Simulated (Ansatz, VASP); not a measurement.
# Two plane-wave programs on YbB2

```xyz
3
Lattice="3.1669 0.0000 0.0000 -1.5835 2.7426 0.0000 0.0000 0.0000 3.7550" Properties=species:S:1:pos:R:3 pbc="T T T"
Yb    0.0000    0.0000    0.0000
B     0.0000    1.8284    1.8775
B     1.5835    0.9142    1.8775
```

Alike in both runs: functional LDA; k mesh 15 × 15 × 12; occupations gaussian, width 0.1 eV; no spin polarisation.

Ansatz relaxed the structure, and its values are those at the end. VASP's run is a single point on that final structure, the one shown.

```csv
,VASP,Ansatz
version,VASP 6.6.1,Ansatz 0.2.0
potentials or method,"VASP PAW PBE potentials, release 64 (Yb, B), cutoff 520 eV","scalar-relativistic, plane waves, PAW"
valence electrons in the cell,30,30
```

```csv
,VASP,Ansatz,Ansatz less VASP
gap on the k mesh at the Fermi level (eV),none,none,-
pressure (GPa),1.1,0.0,-1.10
```

VASP's potentials were made for PBE, not for LDA. LDA's correlation is that of Perdew and Zunger in VASP and of Perdew and Wang (1992) in Ansatz. A gap of «none» marks a metal or a gap that the smearing closes.

Spin-orbit coupling is off throughout.
